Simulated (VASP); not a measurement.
A run of VASP 6.6.1 is set up as follows.

INCAR

```
SYSTEM = W4C4N
PREC     = Accurate       ! precision mode
ENCUT    = 520            ! plane-wave cutoff, eV
EDIFF    = 1E-6           ! SCF threshold, eV
ISMEAR   = -1             ! smearing method
SIGMA    = 0.1            ! smearing width, eV
LREAL    = Auto         
LASPH    = .TRUE.         ! aspherical terms in the spheres
NELM     = 80             ! most SCF steps
ALGO     = Normal         ! electronic algorithm
ISIF     = 2              ! what is computed and relaxed
LWAVE    = .FALSE.        ! write WAVECAR
LCHARG   = .FALSE.        ! write CHGCAR
GGA      = PE             ! functional
IVDW     = 12             ! dispersion correction
NBANDS   = 92             ! bands
```

KPOINTS

```
Automatic mesh
0
G
  3 3 1
  0 0 0
```

POSCAR

```
W4C4N
1.0
    5.7980000000      0.0000000000      0.0000000000
   -2.8990000000      5.0212150000      0.0000000000
    0.0000000000      0.0000000000     15.2456000000
W C N
8 8 2
Direct
    0.0000000000      0.0000000000      0.0655926956
   -0.0002167458     -0.0001433916      0.2526015375
   -0.0000000498      0.4999999004      0.0655926956
   -0.0002244761      0.4997521516      0.2524843233
    0.5000000000      0.0000000000      0.0655926956
    0.4997434909     -0.0002194688      0.2527610589
    0.4999999502      0.4999999004      0.0655926956
    0.4996325349      0.4996928034      0.2526044236
    0.3332400766      0.1665453481      0.1518766726
    0.3328676481      0.1664762413      0.3253866689
    0.3332465309      0.6666075840      0.1518672273
    0.3328105622      0.6660443737      0.3253138610
    0.8332326899      0.1665895605      0.1518989085
    0.8333437971      0.1666827650      0.3253491499
    0.8332467334      0.6665990204      0.1518270845
    0.8328064394      0.6662686222      0.3250777273
    1.0818077744      0.8008135481      0.5397594716
    0.9461708267      0.5862264412      0.5289341187
```

Potentials or basis: VASP PAW PBE potentials, release 64 (W_sv, C, N).

Launch:

```sh
$ cat potpaw_PBE.64/W_sv/POTCAR potpaw_PBE.64/C/POTCAR potpaw_PBE.64/N/POTCAR > POTCAR
$ mpirun -np 1 vasp_std > vasp.out
```

(1) Predict the dispersion energy per atom.

(2) Predict the largest force.

(3) Estimate the band gap on the k mesh.

Results:

(1) -0.272 eV.

(2) 1.735 eV/Å.

(3) zero (bands 77 and 78 overlap by 0.71 eV).

Caveat: the k points lie up to 0.42 Å⁻¹ apart, too coarse for converged energies and pressures of a metal; the standard files for N, O and F lose accuracy on very short bonds; spin-orbit coupling is left out, which moves the levels of the heavy elements.
